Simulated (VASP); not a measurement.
# Au (P6_3/mmc) in VASP: a series of runs

Au is run at these levels: LDA; tasks: single point.

Program: VASP 6.6.1. These are calculated values, not measurements. Logs are shortened: lines on timing, memory, paths and dates and some standing lists are left out, and cuts for length are marked.

### 1 The cell of the first run

The structure is hexagonal, space group P6_3/mmc (No. 194). Conventional cell: a = 2.838 Å, b = 2.838 Å, c = 4.754 Å, α = 90.00°, β = 90.00°, γ = 120.00°. Au (site symmetry -6m2) has 12 Au at 2.84 to 2.89 Å within 3.7 Å.

### 2 Single point, LDA

Input file INCAR:

```
SYSTEM = Au
PREC     = Accurate       ! precision mode
ENCUT    = 520            ! plane-wave cutoff, eV
EDIFF    = 1E-6           ! SCF threshold, eV
ISMEAR   = 0              ! smearing method
SIGMA    = 0.1            ! smearing width, eV
LREAL    = .False.        ! projectors in reciprocal space
LASPH    = .True.         ! aspherical terms in the spheres
NELM     = 100            ! most SCF steps
ALGO     = Normal         ! electronic algorithm
ISIF     = 2              ! what is computed and relaxed
LWAVE    = .False.        ! write WAVECAR
LCHARG   = .False.        ! write CHGCAR
GGA      = CA             ! functional
NBANDS   = 18             ! bands
```

Input file KPOINTS:

```
Automatic mesh
0
Gamma
  18 18 10
  0 0 0
```

Input file POSCAR:

```
Au
1.0
    2.8384290237      0.0000000000      0.0000000000
   -1.4192145118      2.4581516413      0.0000000000
    0.0000000000      0.0000000000      4.7543419473
Au
2
Direct
    0.3333333333      0.6666666667      0.7500000000
    0.6666666667      0.3333333333      0.2500000000
```

Potentials or basis: VASP PAW LDA potentials, release 64 (Au).

On the command line:

```sh
$ cat potpaw_LDA.64/Au/POTCAR > POTCAR
$ mpirun -np 1 vasp_std > vasp.out
```

OUTCAR:

```text
SYSTEM = Au
   PREC = Accurate
   ENCUT = 520
   EDIFF = 1E-6
   ISMEAR = 0
   LREAL = .False.
   LASPH = .True.
   NELM = 100
   ISIF = 2
   GGA = CA

 ion  position               nearest neighbor table
   1  0.333  0.667  0.750-   2 2.89   2 2.89   2 2.89   2 2.89   2 2.89   2 2.89
   2  0.667  0.333  0.250-   1 2.89   1 2.89   1 2.89   1 2.89   1 2.89   1 2.89

  LATTYP: Found a hexagonal cell.
 ALAT       =     2.8384290237
 C/A-ratio  =     1.6749906049

  Lattice vectors:

 A1 = (   2.8384290237,   0.0000000000,   0.0000000000)
 A2 = (  -1.4192145118,   2.4581516413,   0.0000000000)
 A3 = (   0.0000000000,   0.0000000000,   4.7543419473)

Analysis of symmetry for initial positions (statically):
=====================================================================
 Subroutine PRICEL returns:
 Original cell was already a primitive cell.

 Routine SETGRP: Setting up the symmetry group for a
 hexagonal supercell.

 Subroutine GETGRP returns: Found 24 space group operations
 (whereof 12 operations were pure point group operations)
 out of a pool of 24 trial point group operations.

The static configuration has the point symmetry D_3d.
 The point group associated with its full space group is D_6h.

Analysis of symmetry for dynamics (positions and initial velocities):
=====================================================================
 Subroutine PRICEL returns:
 Original cell was already a primitive cell.

 Routine SETGRP: Setting up the symmetry group for a
 hexagonal supercell.

 Subroutine GETGRP returns: Found 24 space group operations
 (whereof 12 operations were pure point group operations)
 out of a pool of 24 trial point group operations.

The dynamic configuration has the point symmetry D_3d.
 The point group associated with its full space group is D_6h.

 Subroutine INISYM returns: Found 24 space group operations
 (whereof 12 operations are pure point group operations),
 and found     1 'primitive' translations

----------------------------------------------------------------------------------------

                                     Primitive cell

  volume of cell :      33.1724

  direct lattice vectors                    reciprocal lattice vectors
     2.838429024  0.000000000  0.000000000     0.352307559  0.203404864  0.000000000
    -1.419214512  2.458151641  0.000000000     0.000000000  0.406809728  0.000000000
     0.000000000  0.000000000  4.754341947     0.000000000  0.000000000  0.210334051

  length of vectors
     2.838429024  2.838429024  4.754341947     0.406809728  0.406809728  0.210334051

  position of ions in fractional coordinates (direct lattice)
     0.333333333  0.666666667  0.750000000
     0.666666667  0.333333333  0.250000000

  ion indices of the primitive-cell ions
   primitive index   ion index
                 1           1
                 2           2

----------------------------------------------------------------------------------------

 KPOINTS: Automatic mesh

Automatic generation of k-mesh.
 Grid dimensions read from file:
 generate k-points for:   18   18   10

 Generating k-lattice:

  Cartesian coordinates                     Fractional coordinates (reciprocal lattice)
     0.019572642  0.011300270  0.000000000     0.055555556  0.000000000  0.000000000
     0.000000000  0.022600540  0.000000000     0.000000000  0.055555556  0.000000000
     0.000000000  0.000000000  0.021033405     0.000000000  0.000000000  0.100000000

  Length of vectors
     0.022600540  0.022600540  0.021033405

  Shift w.r.t. Gamma in fractional coordinates (k-lattice)
     0.000000000  0.000000000  0.000000000

 Subroutine IBZKPT returns following result:
 ===========================================

 Found    222 irreducible k-points:

 Following reciprocal coordinates:
            Coordinates               Weight
  0.000000  0.000000  0.000000      1.000000
  0.055556  0.000000  0.000000      6.000000
  0.111111  0.000000  0.000000      6.000000
  0.166667 -0.000000  0.000000      6.000000
  0.222222  0.000000  0.000000      6.000000
  0.277778  0.000000  0.000000      6.000000
[... 16 lines left out ...]
  0.333333  0.111111  0.000000     12.000000
  0.388889  0.111111  0.000000     12.000000
 [... further k-points ...]
   k-points           NKPTS =    222   k-points in BZ     NKDIM =    222   number of bands    NBANDS=     18
   number of dos      NEDOS =    301   number of ions     NIONS =      2
   total plane-waves  NPLWV =  20736
   dimension x,y,z NGX =    24 NGY =   24 NGZ =   36
   dimension x,y,z NGXF=    48 NGYF=   48 NGZF=   72
   ions per type =               2
   NGX,Y,Z   is equivalent  to a cutoff of  14.06, 14.06, 12.59 a.u.
   NGXF,Y,Z  is equivalent  to a cutoff of  28.11, 28.11, 25.18 a.u.
 SYSTEM =  Au
   PREC   = accura    normal or accurate (medium, high low for compatibility)
   ISTART =      0    job   : 0-new  1-cont  2-samecut
   ICHARG =      2    charge: 1-file 2-atom 10-const
   ISPIN  =      1    spin polarized calculation?
   LNONCOLLINEAR =      F non collinear calculations
   LSORBIT =      F    spin-orbit coupling
   LASPH  =      T    aspherical Exc in radial PAW
   ENCUT  =  520.0 eV  38.22 Ry    6.18 a.u.   5.28  5.28  8.84*2*pi/ulx,y,z
   NELM   =    100;   NELMIN=  2; NELMDL= -5     # of ELM steps
   EDIFF  = 0.1E-05   stopping-criterion for ELM
   LREAL  =      F    real-space projection
   EDIFFG = 0.1E-04   stopping-criterion for IOM
   NSW    =      0    number of steps for IOM
   IBRION =     -1    ionic relax: 0-MD 1-quasi-New 2-CG
   NFREE  =      0    steps in history (QN), initial steepest desc. (CG)
   ISIF   =      2    stress and relaxation
   ISYM   =      2    0-nonsym 1-usesym 2-fastsym
   POTIM  = 0.5000    time-step for ionic-motion
   TEBEG  =    0.0;   TEEND  =   0.0 temperature during run
   PSTRESS=    0.0 pullay stress
   NELECT =      22.0000    total number of electrons
   NUPDOWN=      -1.0000    fix difference up-down
   EMIN   =  10.00;   EMAX   =-10.00  energy-range for DOS
   EFERMI =   0.00;   METHOD = LEGACY
   ISMEAR =     0;   SIGMA  =   0.10  broadening in eV -4-tet -1-fermi 0-gaus
   EFERMI_NEDOS =   21; number of points for ismear=-14 and -15
   IALGO  =     38    algorithm
   IMIX   =      4    mixing-type and parameters
     AMIX     =   0.40;   BMIX     =  1.00
     AMIX_MAG =   1.60;   BMIX_MAG =  1.00
  volume/ion in A,a.u.               =      16.59       111.93
  Fermi-wavevector in a.u.,A,eV,Ry     =   1.427655  2.697877 27.731388  2.038200
  Thomas-Fermi vector in A             =   2.547801
   LORBIT       =      0    0 simple, 1 ext, 2 COOP (PROOUT), +10 PAW based schemes
   GGA     = CA    functional components
   LHFCALC =     F    Hartree Fock is set to
   AEXX    =    0.0000 exact exchange contribution
   IVDW    =     0    specifies the selected vdW correction
   LEPSILON=     F    determine dielectric tensor
   LRPA    =     F    only Hartree local field effects (RPA)
 non-spin polarized calculation
 Gauss-broadening in eV      SIGMA  =   0.10
  energy-cutoff  :      520.00
  volume of cell :       33.17
 maximum number of plane-waves:       906
 NGX is ok and might be reduce to    24
   NGX = 11   NGY = 11   NGZ = 17

 number of electron      22.0000000 magnetization

 Free energy of the ion-electron system (eV)
  ---------------------------------------------------
  ext. energy  EPLUGINS =         0.00000000
  ---------------------------------------------------
  free energy    TOTEN  =        -8.87198515 eV

  energy without entropy =       -8.86694953  energy(sigma->0) =       -8.86946734

 E-fermi :   9.7031     XC(G=0): -13.1405

 val. band max:        9.7028845652   @ k =   0.3333   0.1667   0.2000
 cond. band min:       9.7337642070   @ k =   0.2778   0.2222   0.2000
 fundamental gap:      0.0308796418
 Fermi energy:         9.7031023612

 k-point     1 :       0.0000    0.0000    0.0000
  band No.  band energies     occupation
      1      -0.4558      2.00000
      2       2.0567      2.00000
      3       4.7113      2.00000
      4       4.9964      2.00000
      5       4.9964      2.00000
      6       5.3308      2.00000
[... 10 lines left out ...]
     17      28.4061      0.00000
     18      28.4061      0.00000

 k-point     2 :       0.0556    0.0000    0.0000
  band No.  band energies     occupation
      1      -0.3550      2.00000
      2       2.1415      2.00000
      3       4.6712      2.00000
      4       5.0281      2.00000
      5       5.0655      2.00000
      6       5.2924      2.00000
[... 10 lines left out ...]
     17      27.8478      0.00000
     18      27.8601      0.00000

 k-point     3 :       0.1111    0.0000    0.0000
  band No.  band energies     occupation
      1      -0.0592      2.00000
      2       2.3797      2.00000
      3       4.5514      2.00000
      4       5.0962      2.00000
      5       5.2381      2.00000
      6       5.2689      2.00000
[... 10 lines left out ...]
     17      26.6948      0.00000
     18      27.7494      0.00000

 k-point     4 :       0.1667   -0.0000    0.0000
  band No.  band energies     occupation
      1       0.4092      2.00000
      2       2.7103      2.00000
      3       4.4094      2.00000
      4       4.9849      2.00000
      5       5.1623      2.00000
      6       5.4348      2.00000
[... 375 lines left out ...]
      4       4.5239      2.00000
      5       4.9668      2.00000
      6       5.0861      2.00000
[... 10 lines left out ...]
     17      23.7778      0.00000
     18      25.5429      0.00000

 k-point    23 :       0.3333    0.1111    0.0000
  band No.  band energies     occupation
      1       2.7473      2.00000
      2       3.0121      2.00000
      3       3.4106      2.00000
      4       4.9128      2.00000
      5       4.9179      2.00000
      6       5.3444      2.00000
[... 10 lines left out ...]
     17      22.8995      0.00000
     18      24.8625      0.00000

 k-point    24 :       0.3889    0.1111    0.0000
  band No.  band energies     occupation
      1       2.8557      2.00000
      2       2.9120      2.00000
      3       3.2490      2.00000
      4       4.9070      2.00000
      5       5.2183      2.00000
      6       5.3029      2.00000
[... 10 lines left out ...]
     17      22.1249      0.00000
     18      24.4513      0.00000

 [... further k-points ...]
[... 5 lines left out ...]
  --------------------------------------------------------------------------------------
  -------------------------------------------------------------------------------------
  Total        0.1180431      0.1180431      0.0752681      0.0000000     -0.0000000      0.0000000
  in kB        5.7013034      5.7013034      3.6353372      0.0000000     -0.0000000      0.0000000
  external PRESSURE =       5.0126480 kB  Pullay stress =       0.0000000 kB

 VOLUME and BASIS-vectors are now :
 -----------------------------------------------------------------------------
  energy-cutoff  :      520.00
  volume of cell :       33.17
      direct lattice vectors                 reciprocal lattice vectors
     2.838429024  0.000000000  0.000000000     0.352307559  0.203404864  0.000000000
    -1.419214512  2.458151641  0.000000000     0.000000000  0.406809728  0.000000000
     0.000000000  0.000000000  4.754341947     0.000000000  0.000000000  0.210334051

 POSITION                                       TOTAL-FORCE (eV/Angst)
 -----------------------------------------------------------------------------------
     -0.00000      1.63877      3.56576         0.000000     -0.000000      0.000000
      1.41921      0.81938      1.18859        -0.000000      0.000000      0.000000
 -----------------------------------------------------------------------------------
    total drift:                               -0.000000      0.000000     -0.000000

  FREE ENERGIE OF THE ION-ELECTRON SYSTEM (eV)
  ---------------------------------------------------
  free  energy   TOTEN  =        -8.8719851461 eV

  energy  without entropy=       -8.8669495304  energy(sigma->0) =       -8.86946734
```

It took 57 s on 1 thread of Intel Xeon Platinum 8488C (Sapphire Rapids), shared host; peak memory 0.22 GiB.

What came out:

| Quantity | Value |
| --- | --- |
| Free energy | -8.8720 eV |
| Pressure | 0.5 GPa |
| Band gap on the k mesh | zero (band 11 reaches 14.16 eV, above the bottom of band 12 at 7.03 eV) |

Stress tensor (GPa, compression positive):
```
0.57 0.00 0.00
0.00 0.57 0.00
0.00 0.00 0.36
```

Caveat: spin-orbit coupling is left out, which moves the levels of the heavy elements.

### 3 Single point, LDA

Input file INCAR:

```
SYSTEM = Au
ALGO     = Normal         ! electronic algorithm
EDIFF    = 1E-6           ! SCF threshold, eV
ENCUT    = 520            ! plane-wave cutoff, eV
ISIF     = 2              ! what is computed and relaxed
ISMEAR   = -1             ! smearing method
LASPH    = .True.         ! aspherical terms in the spheres
LCHARG   = .True.         ! write CHGCAR
LELF     = .True.         ! ELF
LREAL    = .False.        ! projectors in reciprocal space
LVHAR    = .True.       
LWAVE    = .False.        ! write WAVECAR
NBANDS   = 18             ! bands
NELM     = 80             ! most SCF steps
PREC     = Accurate       ! precision mode
SIGMA    = 0.15           ! smearing width, eV
```

Input file KPOINTS:

```
k-points
0
Gamma
  18 18 10
  0 0 0
```

Input file POSCAR:

```
Au
1.0
    2.8369747854      0.0000000000      0.0000000000
   -1.4184873927      2.4568922341      0.0000000000
    0.0000000000      0.0000000000      4.7618498662
Au
2
Direct
    0.3333333333      0.6666666667      0.7500000000
    0.6666666667      0.3333333333      0.2500000000
```

Potentials or basis: VASP PAW LDA potentials, release 64 (Au).

On the command line:

```sh
$ cat potpaw_LDA.64/Au/POTCAR > POTCAR
$ mpirun -np 1 vasp_std > vasp.out
```

OUTCAR:

```text
SYSTEM = Au
   EDIFF = 1E-6
   ENCUT = 520
   ISIF = 2
   ISMEAR = -1
   LASPH = .True.
   LREAL = .False.
   NELM = 80
   PREC = Accurate

 ion  position               nearest neighbor table
   1  0.333  0.667  0.750-   2 2.89   2 2.89   2 2.89   2 2.89   2 2.89   2 2.89
   2  0.667  0.333  0.250-   1 2.89   1 2.89   1 2.89   1 2.89   1 2.89   1 2.89

  LATTYP: Found a hexagonal cell.
 ALAT       =     2.8369747854
 C/A-ratio  =     1.6784956605

  Lattice vectors:

 A1 = (   2.8369747854,   0.0000000000,   0.0000000000)
 A2 = (  -1.4184873927,   2.4568922341,   0.0000000000)
 A3 = (   0.0000000000,   0.0000000000,   4.7618498662)

Analysis of symmetry for initial positions (statically):
=====================================================================
 Subroutine PRICEL returns:
 Original cell was already a primitive cell.

 Routine SETGRP: Setting up the symmetry group for a
 hexagonal supercell.

 Subroutine GETGRP returns: Found 24 space group operations
 (whereof 12 operations were pure point group operations)
 out of a pool of 24 trial point group operations.

[... 155 lines left out ...]

 Free energy of the ion-electron system (eV)
  ---------------------------------------------------
  ext. energy  EPLUGINS =         0.00000000
  ---------------------------------------------------
  free energy    TOTEN  =        -8.89682592 eV

  energy without entropy =       -8.85034913  energy(sigma->0) =       -8.87358753

 E-fermi :   9.7088     XC(G=0): -13.1372

 val. band max:        9.7016009594   @ k =   0.3333   0.1667   0.2000
 cond. band min:       9.7198537597   @ k =   0.1667   0.0556   0.2000
 fundamental gap:      0.0182528003
 Fermi energy:         9.7087700585

 k-point     1 :       0.0000    0.0000    0.0000
  band No.  band energies     occupation
      1      -0.4595      2.00000
      2       2.0452      2.00000
      3       4.6926      2.00000
      4       4.9875      2.00000
      5       4.9875      2.00000
      6       5.3188      2.00000
[... 481 lines left out ...]
      5       5.2084      2.00000
      6       5.2982      2.00000
[... 10 lines left out ...]
     17      22.1014      0.00000
     18      24.4451      0.00000

 [... further k-points ...]
[... 5 lines left out ...]
  --------------------------------------------------------------------------------------
  -------------------------------------------------------------------------------------
  Total        0.1145667      0.1145667      0.0772271      0.0000000     -0.0000000     -0.0000000
  in kB        5.5303375      5.5303375      3.7278871      0.0000000     -0.0000000     -0.0000000
  external PRESSURE =       4.9295207 kB  Pullay stress =       0.0000000 kB

 VOLUME and BASIS-vectors are now :
 -----------------------------------------------------------------------------
  energy-cutoff  :      520.00
  volume of cell :       33.19
      direct lattice vectors                 reciprocal lattice vectors
     2.836974785  0.000000000  0.000000000     0.352488152  0.203509130  0.000000000
    -1.418487393  2.456892234  0.000000000     0.000000000  0.407018259  0.000000000
     0.000000000  0.000000000  4.761849866     0.000000000  0.000000000  0.210002421

 POSITION                                       TOTAL-FORCE (eV/Angst)
 -----------------------------------------------------------------------------------
     -0.00000      1.63793      3.57139         0.000000      0.000000      0.000000
      1.41849      0.81896      1.19046        -0.000000     -0.000000      0.000000
 -----------------------------------------------------------------------------------
    total drift:                               -0.000000      0.000000     -0.000000

  FREE ENERGIE OF THE ION-ELECTRON SYSTEM (eV)
  ---------------------------------------------------
  free  energy   TOTEN  =        -8.8968259228 eV

  energy  without entropy=       -8.8503491273  energy(sigma->0) =       -8.87358753
```

OSZICAR:

```text
N       E                     dE             d eps       ncg     rms          rms(c)
DAV:   1     0.123068565551E+03    0.12307E+03   -0.11732E+04  8008   0.119E+03
DAV:   2    -0.744804955743E+01   -0.13052E+03   -0.12449E+03  8498   0.264E+02
DAV:   3    -0.955341172623E+01   -0.21054E+01   -0.20936E+01  9406   0.341E+01
DAV:   4    -0.956221889775E+01   -0.88072E-02   -0.88062E-02  8874   0.230E+00
DAV:   5    -0.956229241377E+01   -0.73516E-04   -0.73515E-04  8876   0.224E-01    0.147E+01
DAV:   6    -0.895144886761E+01    0.61084E+00   -0.11004E+00  8234   0.967E+00    0.907E+00
DAV:   7    -0.890345396955E+01    0.47995E-01   -0.11833E-01  8926   0.312E+00    0.343E+00
DAV:   8    -0.889683292290E+01    0.66210E-02   -0.13091E-02  8338   0.103E+00    0.402E-01
DAV:   9    -0.889682350772E+01    0.94152E-05   -0.50395E-05  9034   0.646E-02    0.139E-02
DAV:  10    -0.889682593779E+01   -0.24301E-05   -0.11829E-06  6956   0.102E-02    0.581E-03
DAV:  11    -0.889682592275E+01    0.15037E-07   -0.29146E-07  4292   0.452E-03
   1 F= -.88968259E+01 E0= -.88735875E+01  d E =-.464768E-01
```

Wall time 55 s (1 thread of Intel Xeon Platinum 8488C (Sapphire Rapids), shared host); peak memory 0.22 GiB.

What came out:

- Free energy: -8.8968 eV
- Pressure: 0.5 GPa
- Band gap on the k mesh: zero (band 11 reaches 14.15 eV, above the bottom of band 12 at 7.02 eV)

Levels at points of the mesh, in eV from the Fermi level:
```tsv
k point	band 7	band 8	band 9	band 10	band 11	band 12	band 13	band 14	band 15	band 16
(0.00, 0.00, 0.00)	-4.39	-3.65	-3.65	-2.20	-2.20	-1.30	2.83	14.56	15.71	16.79
(0.50, 0.00, 0.00)	-3.86	-1.94	-1.87	-1.67	0.38	1.66	5.81	7.38	7.55	10.36
(0.00, 0.00, 0.50)	-4.76	-4.76	-2.69	-2.69	-2.69	-2.69	10.82	10.82	14.87	14.87
(0.50, 0.00, 0.50)	-2.48	-2.48	-1.75	-1.75	0.38	0.38	4.13	4.13	13.32	13.32
```

Caveat: spin-orbit coupling is left out, which moves the levels of the heavy elements.

(Continued in part 2 of 2.)
